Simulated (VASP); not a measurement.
Wanted: the native input for a VASP 6.6.1 run.

- Task: single point
- Functional: LDA
- Potentials or basis: VASP PAW LDA potentials, release 64 (Ca_sv, Pb_d, N)
- Cutoff: 520 eV
- k mesh: 5 × 5 × 5
- Occupations: methfessel-paxton, width 0.05 eV
- Spin: no spin polarisation
- Dipole correction: no
- Further INCAR settings: ALGO = Normal; EDIFF = 1e-06; NBANDS = 32

The structure of Ca3PbN lies in POSCAR:

```
Ca3PbN
1.0
    5.6942589888      0.0000000000      0.0000000000
    0.0000000000      5.6942589888      0.0000000000
    0.0000000000      0.0000000000      5.6942589888
Ca Pb N
3 1 1
Direct
    0.5000000000      0.5000000000      0.0000000000
    0.5000000000      0.0000000000      0.5000000000
    0.0000000000      0.5000000000      0.5000000000
    0.5000000000      0.5000000000      0.5000000000
    0.0000000000      0.0000000000      0.0000000000
```

One way to write it, as run:

INCAR

```
SYSTEM = Ca3PbN
PREC = Accurate ; ENCUT = 520
EDIFF = 1E-6 ; ISMEAR = 1
SIGMA = 0.05 ; LREAL = .False.
LASPH = .True. ; NELM = 60
ALGO = Normal ; ISIF = 2
LWAVE = .False. ; LCHARG = .True.
LELF = .True. ; LVHAR = .True.
NBANDS = 32
```

KPOINTS

```
Automatic mesh
0
Gamma
  5 5 5
  0 0 0
```

Potentials or basis: VASP PAW LDA potentials, release 64 (Ca_sv, Pb_d, N).

Launch:

```console
$ cat potpaw_LDA.64/Ca_sv/POTCAR potpaw_LDA.64/Pb_d/POTCAR potpaw_LDA.64/N/POTCAR > POTCAR
$ mpirun -np 1 vasp_std > vasp.out
```

It gave:

- Pressure: 0.1 GPa
- Band gap on the k mesh: zero (an odd number of electrons rules out a gap without spin polarisation)

Caveat: spin-orbit coupling is left out, which moves the levels of the heavy elements.

Wall time 92 s on 1 thread of Intel Xeon 8259CL (shared host), peak memory 0.24 GiB.
